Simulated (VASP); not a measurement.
A run of VASP 6.6.1:

The input INCAR:

```
PREC     = Accurate       # precision mode
ENCUT    = 520            # plane-wave cutoff, eV
EDIFF    = 1E-6           # SCF threshold, eV
ISMEAR   = -1             # smearing method
SIGMA    = 0.02           # smearing width, eV
LREAL    = Auto         
LASPH    = T              # aspherical terms in the spheres
NELM     = 150            # most SCF steps
ALGO     = Normal         # electronic algorithm
ISIF     = 2              # what is computed and relaxed
LWAVE    = F              # write WAVECAR
LCHARG   = F              # write CHGCAR
ISPIN    = 2              # spin polarisation
MAGMOM   = 0 0 0 0 0 0 0 0 0 0 0 0 0 0 0 0 0 0 0 0 0 0 0 0 0 0 0 0 0 0 0 0 0 0 0 1 0 # initial moments
LORBIT   = 11             # projections on sites
GGA      = PS             # functional
NBANDS   = 86             # bands
```

KPOINTS

```
Automatic mesh
0
Gamma
  2 2 1
```

The input POSCAR:

```
H11C24N2
1.0
    7.5731140000      0.0000000000      0.0000000000
    2.5243710000      4.3723390000      0.0000000000
    0.0000000000      0.0000000000     19.7764260000
H C N
11 24 2
Direct
    0.1111147773      0.1666613682      0.0505652538
    0.4444518959      0.1666613682      0.0505652538
    0.7777758100      0.1666613682      0.0505652538
    0.1111143667      0.6666683439      0.0505652538
    0.4444382808      0.6666683439      0.0505652538
    0.7777753994      0.6666683439      0.0505652538
    0.3414350814      0.0000686132      0.2882067771
    0.6133316946      0.0390866307      0.2804601802
    0.0184865220      0.4651057477      0.2899563349
    0.3384946185      0.4877023488      0.2889146907
    0.6598687816      0.5024770495      0.2879590074
    0.1111147773      0.1666613682      0.1061870330
    0.4444518959      0.1666613682      0.1061870330
    0.7777758100      0.1666613682      0.1061870330
    0.1111143667      0.6666683439      0.1061870330
    0.4444382808      0.6666683439      0.1061870330
    0.7777753994      0.6666683439      0.1061870330
   -0.1111075641      0.3333227364      0.1322433083
    0.2222295545      0.3333227364      0.1322433083
    0.5555534686      0.3333227364      0.1322433083
   -0.1111079747      0.8333297121      0.1322433083
    0.2222291440      0.8333297121      0.1322433083
    0.5555530580      0.8333297121      0.1322433083
   -0.1129274639      0.3320876995      0.2112565739
    0.2240638322      0.3298005941      0.2098053511
    0.5448224516      0.3425397710      0.2076664408
   -0.1210026336      0.8285496619      0.2060584658
    0.2180002780      0.8326664515      0.2130415273
    0.5435180401      0.8355253332      0.2085968415
   -0.0127076803     -0.0029961080      0.2267902198
    0.3319720105     -0.0001829684      0.2324686978
    0.6423551997      0.0132194690      0.2262997369
    0.0063485439      0.4852780171      0.2348604343
    0.3308550825      0.4986575835      0.2332069505
    0.6590002290      0.5049242522      0.2323422847
    0.8904939234     -0.0126019506      0.3163362278
    0.8164815512     -0.1586564994      0.3173020241
```

Potentials or basis: VASP PAW PBE potentials, release 64 (H, C, N).

Launch:

```console
$ cat potpaw_PBE.64/H/POTCAR potpaw_PBE.64/C/POTCAR potpaw_PBE.64/N/POTCAR > POTCAR
$ mpirun -np 1 vasp_std > vasp.out
```

Hardware: 1 thread of Intel(R) Xeon(R) Platinum 8559C (Emerald Rapids) (shared host).

Task: How long does it take, and how much memory?

Result: It took 17 min on 1 thread of Intel(R) Xeon(R) Platinum 8559C (Emerald Rapids), on a shared host, peak memory 1.1 GiB. Counts: scf iterations 28, k points 4.
